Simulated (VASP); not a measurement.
# SrCuS2 (P4/nmm) in VASP: single point with r2SCAN

Aim: the single point of SrCuS2 with r2SCAN.

Everything below comes from runs of VASP 6.6.1. Logs are shortened: lines on timing, memory, paths and dates and some standing lists are left out, and cuts for length are marked.

## 1. The cell of the first run

Symmetry: P4/nmm, No. 129, tetragonal system. Conventional cell: a = 4.349 Å, b = 4.349 Å, c = 8.939 Å, α = 90.00°, β = 90.00°, γ = 90.00°. Within 3.9 Å of Sr (site symmetry 4mm) lie 9 S at 2.96 to 3.56 Å and 5 Cu at 3.65 to 3.66 Å. Cu (site symmetry 4mm) has 5 S at 2.32 to 2.33 Å within 3.1 Å. Within 3.1 Å of S (site symmetry 4mm) lie 1 Cu at 2.32 Å and 5 Sr at 2.96 to 3.09 Å. S (site symmetry -4m2) has 4 Cu at 2.33 Å and 4 S at 3.08 Å within 3.1 Å.

## 2. Single point, r2SCAN, collinear spin, zero start

The input, POSCAR:

```
SrCuS2
1.0
    4.3489544861      0.0000000000      0.0000000000
    0.0000000000      4.3489544861      0.0000000000
    0.0000000000      0.0000000000      8.9391534363
Sr Cu S
2 2 4
Direct
    0.2500000000      0.2500000000      0.6847620876
    0.7500000000      0.7500000000      0.3152379124
    0.2500000000      0.2500000000      0.0943353646
    0.7500000000      0.7500000000      0.9056646354
    0.2500000000      0.2500000000      0.3540850762
    0.7500000000      0.7500000000      0.6459149238
    0.7500000000      0.2500000000      0.0000000000
    0.2500000000      0.7500000000      0.0000000000
```

The input, INCAR.step1:

```
PREC     = Accurate       # precision mode
ENCUT    = 520            # plane-wave cutoff, eV
ISMEAR   = -1             # smearing method
SIGMA    = 0.1            # smearing width, eV
LREAL    = F              # projectors in reciprocal space
LASPH    = T              # aspherical terms in the spheres
NELM     = 150            # most SCF steps
ISPIN    = 2              # spin polarisation
MAGMOM   = 0 0 0 0 0 0 0 0 # initial moments
LMAXMIX  = 4              # l up to which the mixer works
NBANDS   = 47             # bands
GGA      = PE             # functional
ALGO     = Normal         # electronic algorithm
EDIFF    = 1E-4           # SCF threshold, eV
LWAVE    = T              # write WAVECAR
LCHARG   = F              # write CHGCAR
```

The input, INCAR.step2:

```
PREC     = Accurate       # precision mode
ENCUT    = 520            # plane-wave cutoff, eV
EDIFF    = 1E-6           # SCF threshold, eV
ISMEAR   = -1             # smearing method
SIGMA    = 0.1            # smearing width, eV
LREAL    = F              # projectors in reciprocal space
LASPH    = T              # aspherical terms in the spheres
NELM     = 150            # most SCF steps
ALGO     = Normal         # electronic algorithm
ISIF     = 2              # what is computed and relaxed
LWAVE    = F              # write WAVECAR
LCHARG   = F              # write CHGCAR
ISPIN    = 2              # spin polarisation
MAGMOM   = 0 0 0 0 0 0 0 0 # initial moments
LORBIT   = 11             # projections on sites
LMAXMIX  = 4              # l up to which the mixer works
METAGGA  = R2SCAN         # meta-GGA
LMIXTAU  = T            
NBANDS   = 47             # bands
ISTART   = 1
```

The input, KPOINTS:

```
regular mesh
0
Gamma
  4 4 2
```

Potentials or basis: VASP PAW PBE potentials, release 64 (Sr_sv, Cu, S).

On the command line:

```sh
cat potpaw_PBE.64/Sr_sv/POTCAR potpaw_PBE.64/Cu/POTCAR potpaw_PBE.64/S/POTCAR > POTCAR
cp INCAR.step1 INCAR
mpirun -np 1 vasp_std > vasp.out
cp INCAR.step2 INCAR
mpirun -np 1 vasp_std > vasp.out
```

OUTCAR:

```text
PREC = Accurate
   ENCUT = 520
   EDIFF = 1E-6
   ISMEAR = -1
   LREAL = F
   LASPH = T
   NELM = 150
   ISIF = 2
   ISPIN = 2
   LORBIT = 11
   METAGGA = R2SCAN
   ISTART = 1

 ion  position               nearest neighbor table
   1  0.250  0.250  0.685-   5 2.96   6 3.09   6 3.09   6 3.09   6 3.09   8 3.56   8 3.56   7 3.56
                             7 3.56   4 3.65   4 3.65   4 3.65   4 3.65   3 3.66   2 4.51   2 4.51
   2  0.750  0.750  0.315-   6 2.96   5 3.09   5 3.09   5 3.09   5 3.09   7 3.56   8 3.56   8 3.56
                             7 3.56   3 3.65   3 3.65   3 3.65   3 3.65   4 3.66   1 4.51   1 4.51
   3  0.250  0.250  0.094-   5 2.32   7 2.33   8 2.33   8 2.33   7 2.33   2 3.65   2 3.65   2 3.65
                             2 3.65   1 3.66
   4  0.750  0.750  0.906-   6 2.32   7 2.33   8 2.33   7 2.33   8 2.33   1 3.65   1 3.65   1 3.65
                             1 3.65   2 3.66
   5  0.250  0.250  0.354-   3 2.32   1 2.96   2 3.09   2 3.09   2 3.09   2 3.09
   6  0.750  0.750  0.646-   4 2.32   2 2.96   1 3.09   1 3.09   1 3.09   1 3.09
   7  0.750  0.250  0.000-   3 2.33   4 2.33   4 2.33   3 2.33   2 3.56   1 3.56   1 3.56   2 3.56

   8  0.250  0.750  0.000-   3 2.33   4 2.33   3 2.33   4 2.33   1 3.56   1 3.56   2 3.56   2 3.56

  LATTYP: Found a simple tetragonal cell.
 ALAT       =     4.3489544861
 C/A-ratio  =     2.0554718300

  Lattice vectors:

 A1 = (   4.3489544861,   0.0000000000,   0.0000000000)
 A2 = (   0.0000000000,   4.3489544861,   0.0000000000)
 A3 = (   0.0000000000,   0.0000000000,   8.9391534363)

Analysis of symmetry for initial positions (statically):
=====================================================================
 Subroutine PRICEL returns:
 Original cell was already a primitive cell.

 Routine SETGRP: Setting up the symmetry group for a
 simple tetragonal supercell.

 Subroutine GETGRP returns: Found 16 space group operations
 (whereof  4 operations were pure point group operations)
 out of a pool of 16 trial point group operations.

The static configuration has the point symmetry C_2h.
 The point group associated with its full space group is D_4h.

Analysis of symmetry for dynamics (positions and initial velocities):
=====================================================================
 Subroutine PRICEL returns:
 Original cell was already a primitive cell.

 Routine SETGRP: Setting up the symmetry group for a
 simple tetragonal supercell.

 Subroutine GETGRP returns: Found 16 space group operations
 (whereof  4 operations were pure point group operations)
 out of a pool of 16 trial point group operations.

The dynamic configuration has the point symmetry C_2h.
 The point group associated with its full space group is D_4h.

Analysis of structural, dynamic, and magnetic symmetry:
=====================================================================
 Subroutine PRICEL returns:
 Original cell was already a primitive cell.

 Routine SETGRP: Setting up the symmetry group for a
 simple tetragonal supercell.

 Subroutine GETGRP returns: Found 16 space group operations
 (whereof  4 operations were pure point group operations)
 out of a pool of 16 trial point group operations.

The overall configuration has the point symmetry C_2h.
 The point group associated with its full space group is D_4h.

 Subroutine INISYM returns: Found 16 space group operations
 (whereof  4 operations are pure point group operations),
 and found     1 'primitive' translations

----------------------------------------------------------------------------------------

                                     Primitive cell

  volume of cell :     169.0698

  direct lattice vectors                    reciprocal lattice vectors
     4.348954486  0.000000000  0.000000000     0.229940323  0.000000000  0.000000000
     0.000000000  4.348954486  0.000000000     0.000000000  0.229940323  0.000000000
     0.000000000  0.000000000  8.939153436     0.000000000  0.000000000  0.111867416

  length of vectors
     4.348954486  4.348954486  8.939153436     0.229940323  0.229940323  0.111867416

  position of ions in fractional coordinates (direct lattice)
     0.250000000  0.250000000  0.684762088
     0.750000000  0.750000000  0.315237912
     0.250000000  0.250000000  0.094335365
     0.750000000  0.750000000  0.905664635
     0.250000000  0.250000000  0.354085076
[... 47 lines left out ...]
  0.500000  0.250000  0.000000      4.000000
  0.500000  0.500000  0.000000      1.000000
  0.000000  0.000000  0.500000      1.000000
  0.250000  0.000000  0.500000      4.000000
  0.500000  0.000000  0.500000      2.000000
  0.250000  0.250000  0.500000      4.000000
  0.500000  0.250000  0.500000      4.000000
  0.500000  0.500000  0.500000      1.000000
   k-points           NKPTS =     12   k-points in BZ     NKDIM =     12   number of bands    NBANDS=     47
   number of dos      NEDOS =    301   number of ions     NIONS =      8
   total plane-waves  NPLWV =  71680
   dimension x,y,z NGX =    32 NGY =   32 NGZ =   70
   dimension x,y,z NGXF=    64 NGYF=   64 NGZF=  140
   ions per type =               2   2   4
   NGX,Y,Z   is equivalent  to a cutoff of  12.23, 12.23, 13.02 a.u.
   NGXF,Y,Z  is equivalent  to a cutoff of  24.47, 24.47, 26.04 a.u.
 SYSTEM =  unknown system
   PREC   = accura    normal or accurate (medium, high low for compatibility)
   ISTART =      1    job   : 0-new  1-cont  2-samecut
   ICHARG =      0    charge: 1-file 2-atom 10-const
   ISPIN  =      2    spin polarized calculation?
   LNONCOLLINEAR =      F non collinear calculations
   LSORBIT =      F    spin-orbit coupling
   LASPH  =      T    aspherical Exc in radial PAW
   ENCUT  =  520.0 eV  38.22 Ry    6.18 a.u.   8.09  8.09 16.62*2*pi/ulx,y,z
   NELM   =    150;   NELMIN=  2; NELMDL=  0     # of ELM steps
   EDIFF  = 0.1E-05   stopping-criterion for ELM
   LREAL  =      F    real-space projection
   EDIFFG = 0.1E-04   stopping-criterion for IOM
   NSW    =      0    number of steps for IOM
   IBRION =     -1    ionic relax: 0-MD 1-quasi-New 2-CG
   NFREE  =      0    steps in history (QN), initial steepest desc. (CG)
   ISIF   =      2    stress and relaxation
   ISYM   =      2    0-nonsym 1-usesym 2-fastsym
   POTIM  = 0.5000    time-step for ionic-motion
   TEBEG  =    0.0;   TEEND  =   0.0 temperature during run
   PSTRESS=    0.0 pullay stress
   NELECT =      66.0000    total number of electrons
   NUPDOWN=      -1.0000    fix difference up-down
   EMIN   =  10.00;   EMAX   =-10.00  energy-range for DOS
   EFERMI =   0.00;   METHOD = LEGACY
   ISMEAR =    -1;   SIGMA  =   0.10  broadening in eV -4-tet -1-fermi 0-gaus
   EFERMI_NEDOS =   21; number of points for ismear=-14 and -15
   IALGO  =     38    algorithm
   IMIX   =      4    mixing-type and parameters
     AMIX     =   0.40;   BMIX     =  1.00
     AMIX_MAG =   1.60;   BMIX_MAG =  1.00
  volume/ion in A,a.u.               =      21.13       142.62
  Fermi-wavevector in a.u.,A,eV,Ry     =   1.196467  2.260995 19.477197  1.431534
  Thomas-Fermi vector in A             =   2.332407
   LORBIT       =     11    0 simple, 1 ext, 2 COOP (PROOUT), +10 PAW based schemes
   METAGGA = R2SCAN    functional components
   LHFCALC =     F    Hartree Fock is set to
   AEXX    =    0.0000 exact exchange contribution
   IVDW    =     0    specifies the selected vdW correction
   LEPSILON=     F    determine dielectric tensor
   LRPA    =     F    only Hartree local field effects (RPA)
 spin polarized calculation
  energy-cutoff  :      520.00
  volume of cell :      169.07
 maximum number of plane-waves:      4576
   NGX = 17   NGY = 17   NGZ = 33

 number of electron      65.9999955 magnetization      -0.0000017

 number of electron      65.9999955 magnetization       0.0000016

 Free energy of the ion-electron system (eV)
  ---------------------------------------------------
  ext. energy  EPLUGINS =         0.00000000
  ---------------------------------------------------
  free energy    TOTEN  =       -94.35992465 eV

  energy without entropy =      -94.29810549  energy(sigma->0) =      -94.32901507

 E-fermi :   3.9638     XC(G=0): -10.2658

 val. band max:        3.9485907718   @ k =   0.0000   0.0000   0.0000
 cond. band min:       4.1606385339   @ k =   0.0000   0.0000   0.0000
 fundamental gap:      0.2120477621
 Fermi energy:         3.9638241243

 spin component 1

 k-point     1 :       0.0000    0.0000    0.0000
  band No.  band energies     occupation
      1     -31.9969      1.00000
      2     -31.9914      1.00000
      3     -13.5472      1.00000
      4     -13.4258      1.00000
      5     -13.3433      1.00000
      6     -13.3433      1.00000
[... 565 lines left out ...]
     44      10.6816      0.00000
     45      11.3420      0.00000
 Fermi energy:         3.9638241243

 spin component 2

 k-point     1 :       0.0000    0.0000    0.0000
  band No.  band energies     occupation
      1     -31.9969      1.00000
      2     -31.9914      1.00000
      3     -13.5472      1.00000
      4     -13.4258      1.00000
      5     -13.3433      1.00000
      6     -13.3433      1.00000
[... 565 lines left out ...]
     44      10.6816      0.00000
     45      11.3420      0.00000
 [bands above 45 left out]

------------------------ aborting loop because EDIFF is reached ----------------------------------------

  FORCE on cell =-STRESS in cart. coord.  units (eV):
  Direction    XX          YY          ZZ          XY          YZ          ZX
  --------------------------------------------------------------------------------------
  -------------------------------------------------------------------------------------
  Total        0.0928778      0.0928778      0.0811999      0.0000000     -0.0000000      0.0000000
  in kB        0.8801494      0.8801494      0.7694845      0.0000000     -0.0000000      0.0000000
  external PRESSURE =       0.8432611 kB  Pullay stress =       0.0000000 kB

 VOLUME and BASIS-vectors are now :
 -----------------------------------------------------------------------------
  energy-cutoff  :      520.00
  volume of cell :      169.07
      direct lattice vectors                 reciprocal lattice vectors
     4.348954486  0.000000000  0.000000000     0.229940323  0.000000000  0.000000000
     0.000000000  4.348954486  0.000000000     0.000000000  0.229940323  0.000000000
     0.000000000  0.000000000  8.939153436     0.000000000  0.000000000  0.111867416

 POSITION                                       TOTAL-FORCE (eV/Angst)
 -----------------------------------------------------------------------------------
      1.08724      1.08724      6.12119         0.000000      0.000000      0.005730
      3.26172      3.26172      2.81796        -0.000000      0.000000     -0.005730
      1.08724      1.08724      0.84328        -0.000000      0.000000      0.028272
      3.26172      3.26172      8.09588         0.000000     -0.000000     -0.028272
      1.08724      1.08724      3.16522         0.000000     -0.000000     -0.013605
      3.26172      3.26172      5.77393        -0.000000      0.000000      0.013605
      3.26172      1.08724      0.00000         0.000000      0.000000      0.000000
      1.08724      3.26172      0.00000         0.000000      0.000000      0.000000
 -----------------------------------------------------------------------------------
    total drift:                                0.000000     -0.000000      0.000000

  FREE ENERGIE OF THE ION-ELECTRON SYSTEM (eV)
  ---------------------------------------------------
  free  energy   TOTEN  =       -94.3599246472 eV

  energy  without entropy=      -94.2981054944  energy(sigma->0) =      -94.32901507

 total charge

# of ion       s       p       d       tot
------------------------------------------
    1        2.000   5.859   0.165   8.024
    2        2.000   5.859   0.165   8.024
    3        0.399   0.442   9.195  10.035
    4        0.399   0.442   9.195  10.035
    5        1.304   2.470   0.000   3.774
    6        1.304   2.470   0.000   3.774
    7        1.347   2.356   0.000   3.703
    8        1.347   2.356   0.000   3.703
--------------------------------------------------
tot         10.098  22.254  18.721  51.072

 magnetization (x)

# of ion       s       p       d       tot
------------------------------------------
    1       -0.000  -0.000   0.000  -0.000
    2       -0.000  -0.000   0.000  -0.000
    3        0.000   0.000  -0.000  -0.000
    4        0.000   0.000  -0.000  -0.000
    5        0.000  -0.000   0.000  -0.000
    6        0.000  -0.000   0.000  -0.000
    7        0.000  -0.000   0.000  -0.000
    8        0.000  -0.000   0.000  -0.000
--------------------------------------------------
tot         -0.000  -0.000  -0.000  -0.000
```

Run time: 7.5 min. Hardware: 1 thread of Intel Xeon Platinum 8375C at 2.90GHz (Ice Lake), shared host; peak memory 0.42 GiB.

Results:

| Item | Value |
| --- | --- |
| Free energy | -94.3599 eV |
| Pressure | 0.1 GPa |
| Largest force | 0.028 eV/Å |
| Band gap on the k mesh | zero (filled and empty bands overlap) |
| Net moment | 0.00 μB per cell |
| Valence electrons inside the program's atomic spheres | Sr 8.02; Cu 10.04; S 3.77, 3.70 (each value once) |

Forces in eV/Å, atoms in the order of the input:
```
Sr   0.000  0.000  0.006
Sr   0.000  0.000 -0.006
Cu   0.000  0.000  0.028
Cu   0.000  0.000 -0.028
S    0.000  0.000 -0.014
S    0.000  0.000  0.014
S    0.000  0.000  0.000
S    0.000  0.000  0.000
```

Caveat: the k points lie up to 0.36 Å⁻¹ apart, too coarse for converged energies and pressures of a metal; the PAW data sets were made with another functional, which shifts forces and pressure a little. With open d or f shells a metallic result of r2SCAN can be an artefact of self-interaction; +U or a hybrid may open a gap.
